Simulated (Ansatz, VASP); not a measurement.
# One calculation of Si2Mo, two programs

The input INCAR:

```
SYSTEM = Si2Mo
  PREC = Accurate
  ENCUT = 520
  EDIFF = 1E-6
  ISMEAR = -1
  SIGMA = 0.05
  LREAL = .FALSE.
  LASPH = .TRUE.
  NELM = 100
  ALGO = Normal
  ISIF = 2
  LWAVE = .FALSE.
  LCHARG = .FALSE.
  NBANDS = 18
```

KPOINTS

```
regular mesh
0
G
  12 12 12
  0 0 0
```

File POSCAR:

```
Si2Mo
1.0
   -1.5673377739      1.5673377739      3.8502632003
    1.5673377739     -1.5673377739      3.8502632003
    1.5673377739      1.5673377739     -3.8502632003
Mo Si
1 2
Direct
    0.0000000000      0.0000000000      0.0000000000
    0.6670000000      0.6670000000      0.0000000000
    0.3330000000      0.3330000000      0.0000000000
```

File input.yaml:

```yaml
crystal:
  lattice:
    - [-1.5673377739, 1.5673377739, 3.8502632003]
    - [1.5673377739, -1.5673377739, 3.8502632003]
    - [1.5673377739, 1.5673377739, -3.8502632003]
  atoms:
    - { symbol: Mo, position: [0.0, 0.0, 0.0] }
    - { symbol: Si, position: [0.667, 0.667, 0.0] }
    - { symbol: Si, position: [0.333, 0.333, 0.0] }
hamiltonian:
  xc: lda
  pseudopotentials: { kind: paw }
kpoints:
  mp_grid: { grid: [12, 12, 12] }
scf:
  occupations: { method: fermi_dirac, width: 0.05 }
output:
  forces: true
  stress: true
  eigenvalues: true
```

Alike in both runs: task single point; functional LDA; k mesh 12 × 12 × 12; occupations fermi-dirac, width 0.05 eV; no spin polarisation.

```csv
,VASP,Ansatz
version,VASP 6.6.1,Ansatz 0.2.0
potentials or method,"VASP PAW LDA potentials, release 64 (Mo_sv, Si)",Ansatz PAW
plane-wave cutoff (eV),520,420
valence electrons in the cell,22,22
```

Ansatz gave:

```
gap on the k mesh at the Fermi level (eV) : none
pressure (GPa)                            : 8.3
rms of the force components (eV/Å)        : 0.131
```

What did VASP give for the same quantities?

gap on the k mesh at the Fermi level (eV): none; pressure (GPa): 9.0; rms of the force components (eV/Å): 0.125.

LDA's correlation is that of Perdew and Zunger in VASP and of Perdew and Wang (1992) in Ansatz. Atom by atom the forces differ by 0.006 eV/Å (rms over components). A gap of «none» marks a metal or a gap that the smearing closes.
